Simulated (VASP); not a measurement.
Input of a VASP 6.6.1 run:

File INCAR:

```
  ALGO = Fast
  EDIFF = 1E-6
  EDIFFG = -0.04
  ENCUT = 600
  GGA = PE
  IBRION = 2
  ISIF = 3
  ISMEAR = 0
  LASPH = T
  LCHARG = F
  LREAL = F
  LWAVE = F
  NELM = 60
  NSW = 90
  PREC = Accurate
  SIGMA = 0.1
```

The input KPOINTS:

```
k-points
0
Gamma
  4 4 4
```

Contents of POSCAR:

```
CdAg2F6
1.0
    0.0000000000      4.0283893800      4.0283893800
    4.0283893800      0.0000000000      4.0283893800
    4.0283893800      4.0283893800      0.0000000000
Cd Ag F
1 2 6
Direct
    0.0000000000      0.0000000000      0.0000000000
    0.2500000000      0.2500000000      0.2500000000
    0.7500000000      0.7500000000      0.7500000000
    0.7500000000      0.2500000000      0.2500000000
    0.2500000000      0.7500000000      0.7500000000
    0.2500000000      0.7500000000      0.2500000000
    0.7500000000      0.2500000000      0.7500000000
    0.2500000000      0.2500000000      0.7500000000
    0.7500000000      0.7500000000      0.2500000000
```

Potentials or basis: VASP PAW PBE potentials, release 64 (Cd, Ag, F).

Launch:

```bash
$ cat potpaw_PBE.64/Cd/POTCAR potpaw_PBE.64/Ag/POTCAR potpaw_PBE.64/F/POTCAR > POTCAR
$ mpirun -np 1 vasp_std > vasp.out
```

Q: Predict the relaxed cell.

A: a = 5.678 Å, b = 5.678 Å, c = 5.678 Å, α = 60.00°, β = 60.00°, γ = 60.00°.

Q: What does it give for the space group after relaxing (to 0.1 Å)?

A: Fm-3m (No. 225).

Q: Predict the relaxed volume.

A: 14.38 Å³/atom.

Step by step:
| step | energy change (eV) | largest force (eV/Å) | pressure (GPa) | volume (Å³) |
| --- | --- | --- | --- | --- |
| 1 | 0.0000 | 1.1369 | 4.75 | 130.74 |
| 2 | -0.2123 | 0.0507 | -2.24 | 139.06 |
| 3 | -0.2273 | 0.1597 | -1.02 | 137.21 |
| 4 | -0.2444 | 0.1362 | -0.83 | 135.66 |
| 5 | -0.2743 | 0.0550 | -0.12 | 131.08 |
| 6 | -0.2761 | 0.0211 | 0.20 | 129.44 |

Caveat: the cell differs from its parent crystal (atoms taken out).
